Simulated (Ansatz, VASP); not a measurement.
# Mg in VASP and in Ansatz

The input INCAR:

```
SYSTEM = Mg
ALGO = Normal
EDIFF = 1E-8
ENCUT = 520
ISIF = 2
ISMEAR = -1
LASPH = .TRUE.
LCHARG = .FALSE.
LEFG = .TRUE.
LREAL = .FALSE.
LWAVE = .FALSE.
NBANDS = 7
NELM = 60
PREC = Accurate
SIGMA = 0.03
```

Contents of KPOINTS:

```
k-points
0
G
  16 16 16
  0 0 0
```

POSCAR

```
Mg
1.0
    0.0000000000      2.2291934254      2.2291934254
    2.2291934254      0.0000000000      2.2291934254
    2.2291934254      2.2291934254      0.0000000000
Mg
1
Direct
    0.0000000000      0.0000000000      0.0000000000
```

Input for Ansatz:

```yaml
crystal:
  lattice:
    - [0.0, 2.2291934254, 2.2291934254]
    - [2.2291934254, 0.0, 2.2291934254]
    - [2.2291934254, 2.2291934254, 0.0]
  atoms:
    - { symbol: Mg, position: [0.0, 0.0, 0.0] }
kpoints:
  mp_grid: { grid: [16, 16, 16] }
scf:
  occupations: { method: fermi_dirac, width: 0.03 }
hamiltonian:
  xc: lda
  pseudopotentials: { kind: paw }
output:
  forces: true
  stress: true
  eigenvalues: true
  efg: { contact_densities: true }
```

Change from the starting cell: volume scaled by 0.98, PAW files.

Alike in both runs: task electric field gradients; functional LDA; k mesh 16 × 16 × 16; occupations fermi-dirac, width 0.03 eV; no spin polarisation.

|  | VASP | Ansatz |
| --- | --- | --- |
| version | VASP 6.6.1 | Ansatz 0.2.0 |
| potentials or method | VASP PAW LDA potentials, release 64 (Mg) | PAW with Ansatz's default frozen-core files, scalar-relativistic |
| plane-wave cutoff (eV) | 520 | 420 |
| valence electrons in the cell | 2 | 10 |

Ansatz gave:

```
pressure (GPa) : -0.6
```

**Question.** Estimate VASP's values.

**Answer.** Pressure (GPa): -1.0.

LDA's correlation is that of Perdew and Zunger in VASP and of Perdew and Wang (1992) in Ansatz. VASP's potentials hold 2 valence electrons a cell and Ansatz's 10, so a difference there can come from the potentials and not from the codes.
